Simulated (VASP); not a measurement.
A run of VASP 6.6.1:

The input INCAR:

```
  PREC = Accurate
  ENCUT = 520
  EDIFF = 1E-6
  ISMEAR = 0
  SIGMA = 0.05
  LREAL = Auto
  LASPH = T
  NELM = 80
  ALGO = Normal
  ISIF = 2
  LWAVE = F
  LCHARG = F
  GGA = PE
  NBANDS = 73
```

File KPOINTS:

```
Automatic mesh
0
Gamma
  7 7 3
```

POSCAR

```
BaTiO3
1.0
    0.0000000000      2.8905577535     -2.9158992878
   -3.9723905816      0.0000000000      0.0000000000
    0.0000000000      9.3818593545      9.4517118633
Ba Ti O
3 3 9
Direct
    0.9865926094      0.0000000000      0.8515773008
    0.9879035014      0.0000000000      0.2349719460
    0.9872480554      0.0000000000      0.5432746234
    0.4720115473      0.5000000000      0.0858179017
    0.4713561013      0.5000000000      0.3941205791
    0.4707006553      0.5000000000      0.7024232565
    0.5125577321      1.0000000000      0.0733255924
    0.5119022861      1.0000000000      0.3816282698
    0.5112468402      1.0000000000      0.6899309472
    0.0234716028      0.5000000000      0.0751370640
    0.0228161569      0.5000000000      0.3834397414
    0.0221607109      0.5000000000      0.6917424188
    0.5063615381      0.5000000000      0.2241109682
    0.5057060921      0.5000000000      0.5324136456
    0.5050506462      0.5000000000      0.8407163230
```

Potentials or basis: VASP PAW PBE potentials, release 64 (Ba_sv, Ti_sv, O).

The run is started by

```console
$ cat potpaw_PBE.64/Ba_sv/POTCAR potpaw_PBE.64/Ti_sv/POTCAR potpaw_PBE.64/O/POTCAR > POTCAR
$ mpirun -np 1 vasp_std > vasp.out
```

Hardware: 1 thread of Intel(R) Xeon(R) 6975P-C (Granite Rapids) (shared host).

Q: Estimate the wall time of this run.

A: It took 11 min on 1 thread of Intel(R) Xeon(R) 6975P-C (Granite Rapids), on a shared host, peak memory 0.57 GiB. Counts: scf iterations 18, k points 44.
